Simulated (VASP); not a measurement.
# SnO2 (P4_2/mnm) in VASP: further runs

Runs on SnO2. Level: r2SCAN. Tasks: single point.

Program: VASP 6.6.1. These are calculated values, not measurements. Logs are shortened: lines on timing, memory, paths and dates and some standing lists are left out, and cuts for length are marked.

## 1. The cell of the first run

The structure is tetragonal, space group P4_2/mnm (No. 136). The conventional cell has a = 4.837 Å, b = 4.837 Å, c = 3.057 Å, α = 90.00°, β = 90.00°, γ = 90.00°. Sn (site symmetry mmm) has 6 O at 2.03 to 2.08 Å within 2.7 Å. O (site symmetry m2m) has 3 Sn at 2.03 to 2.08 Å and 1 O at 2.68 Å within 2.7 Å.

## 2. Single point, r2SCAN (uniaxial strain along c: -4.5 %, then relaxed in part)

POSCAR

```
SnO2
1.0
    4.8370134781      0.0000000000      0.0000000000
    0.0000000000      4.8370134781      0.0000000000
    0.0000000000      0.0000000000      3.0572128162
Sn O
2 4
Direct
    0.5000000000      0.5000000000      0.5000000000
    0.0000000000      0.0000000000      0.0000000000
    0.1958616495      0.8041383505      0.5000000000
    0.8041383505      0.1958616495      0.5000000000
    0.3041383505      0.3041383505      0.0000000000
    0.6958616495      0.6958616495      0.0000000000
```

INCAR.step1

```
PREC = Accurate
ENCUT = 520
ISMEAR = 0
SIGMA = 0.02
LREAL = False
LASPH = True
NELM = 60
NBANDS = 35
GGA = PE
ALGO = Normal
EDIFF = 1E-4
LWAVE = True
LCHARG = False
```

INCAR.step2

```
PREC = Accurate
ENCUT = 520
EDIFF = 1E-6
ISMEAR = 0
SIGMA = 0.02
LREAL = False
LASPH = True
NELM = 60
ALGO = Normal
ISIF = 2
LWAVE = False
LCHARG = True
METAGGA = R2SCAN
LMIXTAU = True
LELF = True
LVHAR = True
NBANDS = 35
ISTART = 1
```

KPOINTS

```
Automatic mesh
0
Gamma
  6 6 8
```

Potentials or basis: VASP PAW PBE potentials, release 64 (Sn_d, O).

Launch:

```
$ cat potpaw_PBE.64/Sn_d/POTCAR potpaw_PBE.64/O/POTCAR > POTCAR
$ cp INCAR.step1 INCAR
$ mpirun -np 1 vasp_std > vasp.out
$ cp INCAR.step2 INCAR
$ mpirun -np 1 vasp_std > vasp.out
```

OUTCAR:

```text
PREC = Accurate
   ENCUT = 520
   EDIFF = 1E-6
   ISMEAR = 0
   LREAL = False
   LASPH = True
   NELM = 60
   ISIF = 2
   METAGGA = R2SCAN
   ISTART = 1

 ion  position               nearest neighbor table
   1  0.500  0.500  0.500-   5 2.03   6 2.03   5 2.03   6 2.03   3 2.08   4 2.08   2 3.75   2 3.75
                             2 3.75   2 3.75   2 3.75   2 3.75   2 3.75   2 3.75
   2  0.000  0.000  0.000-   3 2.03   4 2.03   3 2.03   4 2.03   5 2.08   6 2.08   1 3.75   1 3.75
                             1 3.75   1 3.75   1 3.75   1 3.75   1 3.75   1 3.75
   3  0.196  0.804  0.500-   2 2.03   2 2.03   1 2.08
   4  0.804  0.196  0.500-   2 2.03   2 2.03   1 2.08
   5  0.304  0.304  0.000-   1 2.03   1 2.03   2 2.08
   6  0.696  0.696  0.000-   1 2.03   1 2.03   2 2.08

  LATTYP: Found a simple tetragonal cell.
 ALAT       =     4.8370134781
 C/A-ratio  =     0.6320455442

  Lattice vectors:

 A1 = (   4.8370134781,   0.0000000000,   0.0000000000)
 A2 = (   0.0000000000,   4.8370134781,   0.0000000000)
 A3 = (   0.0000000000,   0.0000000000,   3.0572128162)

Analysis of symmetry for initial positions (statically):
=====================================================================
 Subroutine PRICEL returns:
 Original cell was already a primitive cell.

 Routine SETGRP: Setting up the symmetry group for a
 simple tetragonal supercell.

 Subroutine GETGRP returns: Found 16 space group operations
 (whereof  8 operations were pure point group operations)
 out of a pool of 16 trial point group operations.

The static configuration has the point symmetry D_2h.
 The point group associated with its full space group is D_4h.

Analysis of symmetry for dynamics (positions and initial velocities):
=====================================================================
 Subroutine PRICEL returns:
 Original cell was already a primitive cell.

 Routine SETGRP: Setting up the symmetry group for a
 simple tetragonal supercell.

 Subroutine GETGRP returns: Found 16 space group operations
 (whereof  8 operations were pure point group operations)
 out of a pool of 16 trial point group operations.

The dynamic configuration has the point symmetry D_2h.
 The point group associated with its full space group is D_4h.

 Subroutine INISYM returns: Found 16 space group operations
 (whereof  8 operations are pure point group operations),
 and found     1 'primitive' translations

----------------------------------------------------------------------------------------

                                     Primitive cell
[... 98 lines left out ...]
   NELM   =     60;   NELMIN=  2; NELMDL=  0     # of ELM steps
   EDIFF  = 0.1E-05   stopping-criterion for ELM
   LREAL  =      F    real-space projection
   EDIFFG = 0.1E-04   stopping-criterion for IOM
   NSW    =      0    number of steps for IOM
   IBRION =     -1    ionic relax: 0-MD 1-quasi-New 2-CG
   NFREE  =      0    steps in history (QN), initial steepest desc. (CG)
   ISIF   =      2    stress and relaxation
   ISYM   =      2    0-nonsym 1-usesym 2-fastsym
   POTIM  = 0.5000    time-step for ionic-motion
   TEBEG  =    0.0;   TEEND  =   0.0 temperature during run
   PSTRESS=    0.0 pullay stress
   NELECT =      52.0000    total number of electrons
   NUPDOWN=      -1.0000    fix difference up-down
   EMIN   =  10.00;   EMAX   =-10.00  energy-range for DOS
   EFERMI =   0.00;   METHOD = LEGACY
   ISMEAR =     0;   SIGMA  =   0.02  broadening in eV -4-tet -1-fermi 0-gaus
   EFERMI_NEDOS =   21; number of points for ismear=-14 and -15
   IALGO  =     38    algorithm
   IMIX   =      4    mixing-type and parameters
     AMIX     =   0.40;   BMIX     =  1.00
     AMIX_MAG =   1.60;   BMIX_MAG =  1.00
  volume/ion in A,a.u.               =      11.92        80.45
  Fermi-wavevector in a.u.,A,eV,Ry     =   1.472027  2.781728 29.481979  2.166864
  Thomas-Fermi vector in A             =   2.587092
   LORBIT       =      0    0 simple, 1 ext, 2 COOP (PROOUT), +10 PAW based schemes
   METAGGA = R2SCAN    functional components
   LHFCALC =     F    Hartree Fock is set to
   AEXX    =    0.0000 exact exchange contribution
   IVDW    =     0    specifies the selected vdW correction
   LEPSILON=     F    determine dielectric tensor
   LRPA    =     F    only Hartree local field effects (RPA)
 non-spin polarized calculation
 Gauss-broadening in eV      SIGMA  =   0.02
  energy-cutoff  :      520.00
  volume of cell :       71.53
 maximum number of plane-waves:      1964
 NGX is ok and might be reduce to    36
   NGX = 17   NGY = 17   NGZ = 11

 number of electron      52.0000006 magnetization

 Free energy of the ion-electron system (eV)
  ---------------------------------------------------
  ext. energy  EPLUGINS =         0.00000000
  ---------------------------------------------------
  free energy    TOTEN  =       -84.44361338 eV

  energy without entropy =      -84.44361338  energy(sigma->0) =      -84.44361338

 E-fermi :   5.8739     XC(G=0): -12.0272

 val. band max:        5.6934616144   @ k =   0.0000   0.0000   0.0000
 cond. band min:       7.7943174834   @ k =   0.0000   0.0000   0.0000
 fundamental gap:      2.1008558690
 Fermi energy:         5.8738727051

 k-point     1 :       0.0000    0.0000    0.0000
  band No.  band energies     occupation
      1     -16.1362      2.00000
      2     -15.3114      2.00000
      3     -14.7992      2.00000
      4     -14.7992      2.00000
      5     -14.7939      2.00000
      6     -14.6453      2.00000
[... 901 lines left out ...]
     34      18.8398      0.00000
     35      19.3823      0.00000

 [... further k-points ...]
[... 5 lines left out ...]
  --------------------------------------------------------------------------------------
  -------------------------------------------------------------------------------------
  Total        0.4213605      0.4213605      8.2398923      0.0000000      0.0000000      0.0000000
  in kB        9.4380906      9.4380906    184.5660649      0.0000000      0.0000000      0.0000000
  external PRESSURE =      67.8140820 kB  Pullay stress =       0.0000000 kB

 VOLUME and BASIS-vectors are now :
 -----------------------------------------------------------------------------
  energy-cutoff  :      520.00
  volume of cell :       71.53
      direct lattice vectors                 reciprocal lattice vectors
     4.837013478  0.000000000  0.000000000     0.206739139  0.000000000  0.000000000
     0.000000000  4.837013478  0.000000000     0.000000000  0.206739139  0.000000000
     0.000000000  0.000000000  3.057212816     0.000000000  0.000000000  0.327095319

 POSITION                                       TOTAL-FORCE (eV/Angst)
 -----------------------------------------------------------------------------------
      2.41851      2.41851      1.52861         0.000000      0.000000      0.000000
      0.00000      0.00000      0.00000         0.000000      0.000000      0.000000
      0.94739      3.88963      1.52861         0.042666     -0.042666      0.000000
      3.88963      0.94739      1.52861        -0.042666      0.042666     -0.000000
      1.47112      1.47112      0.00000        -0.042666     -0.042666      0.000000
      3.36589      3.36589      0.00000         0.042666      0.042666     -0.000000
 -----------------------------------------------------------------------------------
    total drift:                                0.000000      0.000000      0.000000

  FREE ENERGIE OF THE ION-ELECTRON SYSTEM (eV)
  ---------------------------------------------------
  free  energy   TOTEN  =       -84.4436133764 eV

  energy  without entropy=      -84.4436133764  energy(sigma->0) =      -84.44361338
```

Run time: 5 min. Hardware: 1 thread of Intel Xeon 6975P-C (Granite Rapids), shared host; peak memory 0.24 GiB.

Results:

```
Free energy            : -84.4436 eV
Pressure               : 6.8 GPa
Largest force          : 0.060 eV/Å
Band gap on the k mesh : 2.10 eV, direct
```

Forces in eV/Å, atoms in the order of the input:
```
Sn   0.000  0.000  0.000
Sn   0.000  0.000  0.000
O    0.043 -0.043  0.000
O   -0.043  0.043  0.000
O   -0.043 -0.043  0.000
O    0.043  0.043  0.000
```

Caveat: the cell differs from its parent crystal (uniaxial strain along c: -4.5 %, then relaxed in part); the PAW data sets were made with another functional, which shifts forces and pressure a little; spin-orbit coupling is left out, which moves the levels of the heavy elements.

## 3. Single point, r2SCAN

POSCAR is that of step 2.

INCAR.step1

```
SYSTEM = SnO2
  ALGO = Normal
  EDIFF = 1E-4
  ENCUT = 520
  GGA = PE
  ISMEAR = 0
  LASPH = .True.
  LCHARG = .False.
  LREAL = .False.
  LWAVE = .True.
  NBANDS = 35
  NELM = 80
  PREC = Accurate
  SIGMA = 0.02
```

INCAR.step2

```
SYSTEM = SnO2
  ALGO = Normal
  EDIFF = 1E-7
  ENCUT = 520
  ISIF = 2
  ISMEAR = 0
  ISTART = 1
  LASPH = .True.
  LCHARG = .False.
  LMIXTAU = .True.
  LREAL = .False.
  LWAVE = .False.
  METAGGA = R2SCAN
  NBANDS = 35
  NELM = 80
  PREC = Accurate
  SIGMA = 0.02
```

KPOINTS

```
k-points
0
Gamma
  6 6 8
  0 0 0
```

Potentials or basis: VASP PAW PBE potentials, release 64 (Sn_d, O).

Launch:

```
$ cat potpaw_PBE.64/Sn_d/POTCAR potpaw_PBE.64/O/POTCAR > POTCAR
$ cp INCAR.step1 INCAR
$ mpirun -np 1 vasp_std > vasp.out
$ cp INCAR.step2 INCAR
$ mpirun -np 1 vasp_std > vasp.out
```

OUTCAR:

```text
SYSTEM = SnO2
   EDIFF = 1E-7
   ENCUT = 520
   ISIF = 2
   ISMEAR = 0
   ISTART = 1
   LASPH = .True.
   LREAL = .False.
   METAGGA = R2SCAN
   NELM = 80
   PREC = Accurate

 ion  position               nearest neighbor table
   1  0.500  0.500  0.500-   5 2.03   6 2.03   5 2.03   6 2.03   3 2.08   4 2.08   2 3.75   2 3.75
                             2 3.75   2 3.75   2 3.75   2 3.75   2 3.75   2 3.75
   2  0.000  0.000  0.000-   3 2.03   4 2.03   3 2.03   4 2.03   5 2.08   6 2.08   1 3.75   1 3.75
                             1 3.75   1 3.75   1 3.75   1 3.75   1 3.75   1 3.75
   3  0.196  0.804  0.500-   2 2.03   2 2.03   1 2.08
   4  0.804  0.196  0.500-   2 2.03   2 2.03   1 2.08
   5  0.304  0.304  0.000-   1 2.03   1 2.03   2 2.08
   6  0.696  0.696  0.000-   1 2.03   1 2.03   2 2.08

  LATTYP: Found a simple tetragonal cell.
 ALAT       =     4.8370134781
 C/A-ratio  =     0.6320455442

  Lattice vectors:

 A1 = (   4.8370134781,   0.0000000000,   0.0000000000)
 A2 = (   0.0000000000,   4.8370134781,   0.0000000000)
 A3 = (   0.0000000000,   0.0000000000,   3.0572128162)

Analysis of symmetry for initial positions (statically):
=====================================================================
 Subroutine PRICEL returns:
 Original cell was already a primitive cell.

 Routine SETGRP: Setting up the symmetry group for a
 simple tetragonal supercell.

 Subroutine GETGRP returns: Found 16 space group operations
 (whereof  8 operations were pure point group operations)
 out of a pool of 16 trial point group operations.

The static configuration has the point symmetry D_2h.
 The point group associated with its full space group is D_4h.

Analysis of symmetry for dynamics (positions and initial velocities):
=====================================================================
 Subroutine PRICEL returns:
 Original cell was already a primitive cell.

 Routine SETGRP: Setting up the symmetry group for a
 simple tetragonal supercell.

 Subroutine GETGRP returns: Found 16 space group operations
 (whereof  8 operations were pure point group operations)
 out of a pool of 16 trial point group operations.

The dynamic configuration has the point symmetry D_2h.
 The point group associated with its full space group is D_4h.

 Subroutine INISYM returns: Found 16 space group operations
 (whereof  8 operations are pure point group operations),
 and found     1 'primitive' translations

----------------------------------------------------------------------------------------

                                     Primitive cell

  volume of cell :      71.5287

  direct lattice vectors                    reciprocal lattice vectors
     4.837013478  0.000000000  0.000000000     0.206739139  0.000000000  0.000000000
     0.000000000  4.837013478  0.000000000     0.000000000  0.206739139  0.000000000
     0.000000000  0.000000000  3.057212816     0.000000000  0.000000000  0.327095319

  length of vectors
     4.837013478  4.837013478  3.057212816     0.206739139  0.206739139  0.327095319

  position of ions in fractional coordinates (direct lattice)
     0.500000000  0.500000000  0.500000000
     0.000000000  0.000000000  0.000000000
     0.195861650  0.804138350  0.500000000
     0.804138350  0.195861650  0.500000000
     0.304138350  0.304138350  0.000000000
[... 33 lines left out ...]
 ===========================================

 Found     50 irreducible k-points:

 Following reciprocal coordinates:
            Coordinates               Weight
  0.000000  0.000000  0.000000      1.000000
  0.166667  0.000000  0.000000      4.000000
  0.333333  0.000000  0.000000      4.000000
  0.500000  0.000000  0.000000      2.000000
  0.166667  0.166667  0.000000      4.000000
  0.333333  0.166667  0.000000      8.000000
[... 16 lines left out ...]
  0.333333  0.000000  0.250000      8.000000
  0.500000  0.000000  0.250000      4.000000
 [... further k-points ...]
   k-points           NKPTS =     50   k-points in BZ     NKDIM =     50   number of bands    NBANDS=     35
   number of dos      NEDOS =    301   number of ions     NIONS =      6
   total plane-waves  NPLWV =  31104
   dimension x,y,z NGX =    36 NGY =   36 NGZ =   24
   dimension x,y,z NGXF=    72 NGYF=   72 NGZF=   48
   ions per type =               2   4
   NGX,Y,Z   is equivalent  to a cutoff of  12.37, 12.37, 13.05 a.u.
   NGXF,Y,Z  is equivalent  to a cutoff of  24.75, 24.75, 26.10 a.u.
 SYSTEM =  SnO2
   PREC   = accura    normal or accurate (medium, high low for compatibility)
   ISTART =      1    job   : 0-new  1-cont  2-samecut
   ICHARG =      0    charge: 1-file 2-atom 10-const
   ISPIN  =      1    spin polarized calculation?
   LNONCOLLINEAR =      F non collinear calculations
   LSORBIT =      F    spin-orbit coupling
   LASPH  =      T    aspherical Exc in radial PAW
   ENCUT  =  520.0 eV  38.22 Ry    6.18 a.u.   8.99  8.99  5.68*2*pi/ulx,y,z
   NELM   =     80;   NELMIN=  2; NELMDL=  0     # of ELM steps
   EDIFF  = 0.1E-06   stopping-criterion for ELM
   LREAL  =      F    real-space projection
   EDIFFG = 0.1E-05   stopping-criterion for IOM
   NSW    =      0    number of steps for IOM
   IBRION =     -1    ionic relax: 0-MD 1-quasi-New 2-CG
   NFREE  =      0    steps in history (QN), initial steepest desc. (CG)
   ISIF   =      2    stress and relaxation
   ISYM   =      2    0-nonsym 1-usesym 2-fastsym
   POTIM  = 0.5000    time-step for ionic-motion
   TEBEG  =    0.0;   TEEND  =   0.0 temperature during run
   PSTRESS=    0.0 pullay stress
   NELECT =      52.0000    total number of electrons
   NUPDOWN=      -1.0000    fix difference up-down
   EMIN   =  10.00;   EMAX   =-10.00  energy-range for DOS
   EFERMI =   0.00;   METHOD = LEGACY
   ISMEAR =     0;   SIGMA  =   0.02  broadening in eV -4-tet -1-fermi 0-gaus
   EFERMI_NEDOS =   21; number of points for ismear=-14 and -15
   IALGO  =     38    algorithm
   IMIX   =      4    mixing-type and parameters
     AMIX     =   0.40;   BMIX     =  1.00
     AMIX_MAG =   1.60;   BMIX_MAG =  1.00
  volume/ion in A,a.u.               =      11.92        80.45
  Fermi-wavevector in a.u.,A,eV,Ry     =   1.472027  2.781728 29.481979  2.166864
  Thomas-Fermi vector in A             =   2.587092
   LORBIT       =      0    0 simple, 1 ext, 2 COOP (PROOUT), +10 PAW based schemes
   METAGGA = R2SCAN    functional components
   LHFCALC =     F    Hartree Fock is set to
   AEXX    =    0.0000 exact exchange contribution
   IVDW    =     0    specifies the selected vdW correction
   LEPSILON=     F    determine dielectric tensor
   LRPA    =     F    only Hartree local field effects (RPA)
 non-spin polarized calculation
 Gauss-broadening in eV      SIGMA  =   0.02
  energy-cutoff  :      520.00
  volume of cell :       71.53
 maximum number of plane-waves:      1964
 NGX is ok and might be reduce to    36
   NGX = 17   NGY = 17   NGZ = 11

 number of electron      52.0000006 magnetization

 Free energy of the ion-electron system (eV)
  ---------------------------------------------------
  ext. energy  EPLUGINS =         0.00000000
  ---------------------------------------------------
  free energy    TOTEN  =       -84.44361349 eV

  energy without entropy =      -84.44361349  energy(sigma->0) =      -84.44361349

 E-fermi :   5.8739     XC(G=0): -12.0272

 val. band max:        5.6934299623   @ k =   0.0000   0.0000   0.0000
 cond. band min:       7.7943151336   @ k =   0.0000   0.0000   0.0000
 fundamental gap:      2.1008851713
 Fermi energy:         5.8738551266

 k-point     1 :       0.0000    0.0000    0.0000
  band No.  band energies     occupation
      1     -16.1363      2.00000
      2     -15.3114      2.00000
      3     -14.7992      2.00000
      4     -14.7992      2.00000
      5     -14.7940      2.00000
      6     -14.6453      2.00000
[... 901 lines left out ...]
     34      18.8398      0.00000
     35      19.3822      0.00000

 [... further k-points ...]
[... 5 lines left out ...]
  --------------------------------------------------------------------------------------
  -------------------------------------------------------------------------------------
  Total        0.4244195      0.4244195      8.2428062      0.0000000      0.0000000      0.0000000
  in kB        9.5066091      9.5066091    184.6313325      0.0000000      0.0000000      0.0000000
  external PRESSURE =      67.8815169 kB  Pullay stress =       0.0000000 kB

 VOLUME and BASIS-vectors are now :
 -----------------------------------------------------------------------------
  energy-cutoff  :      520.00
  volume of cell :       71.53
      direct lattice vectors                 reciprocal lattice vectors
     4.837013478  0.000000000  0.000000000     0.206739139  0.000000000  0.000000000
     0.000000000  4.837013478  0.000000000     0.000000000  0.206739139  0.000000000
     0.000000000  0.000000000  3.057212816     0.000000000  0.000000000  0.327095319

 POSITION                                       TOTAL-FORCE (eV/Angst)
 -----------------------------------------------------------------------------------
      2.41851      2.41851      1.52861        -0.000000      0.000000      0.000000
      0.00000      0.00000      0.00000        -0.000000      0.000000      0.000000
      0.94739      3.88963      1.52861         0.042638     -0.042638     -0.000000
      3.88963      0.94739      1.52861        -0.042638      0.042638      0.000000
      1.47112      1.47112      0.00000        -0.042638     -0.042638     -0.000000
      3.36589      3.36589      0.00000         0.042638      0.042638      0.000000
 -----------------------------------------------------------------------------------
    total drift:                                0.000000      0.000000      0.000000

  FREE ENERGIE OF THE ION-ELECTRON SYSTEM (eV)
  ---------------------------------------------------
  free  energy   TOTEN  =       -84.4436134922 eV

  energy  without entropy=      -84.4436134922  energy(sigma->0) =      -84.44361349
```

Run time: 5.2 min. Hardware: 1 thread of Intel Xeon 6975P-C (Granite Rapids), shared host; peak memory 0.24 GiB.

Results:

- Free energy: -84.4436 eV
- Pressure: 6.8 GPa
- Largest force: 0.060 eV/Å
- Band gap on the k mesh: 2.10 eV, direct

Forces in eV/Å, atoms in the order of the input:
```
Sn   0.000  0.000  0.000
Sn   0.000  0.000  0.000
O    0.043 -0.043  0.000
O   -0.043  0.043  0.000
O   -0.043 -0.043  0.000
O    0.043  0.043  0.000
```

Caveat: the PAW data sets were made with another functional, which shifts forces and pressure a little; spin-orbit coupling is left out, which moves the levels of the heavy elements. r2SCAN opens gaps a little over a GGA but as a rule still falls short of measured ones.

(Continued in part 2 of 2.)
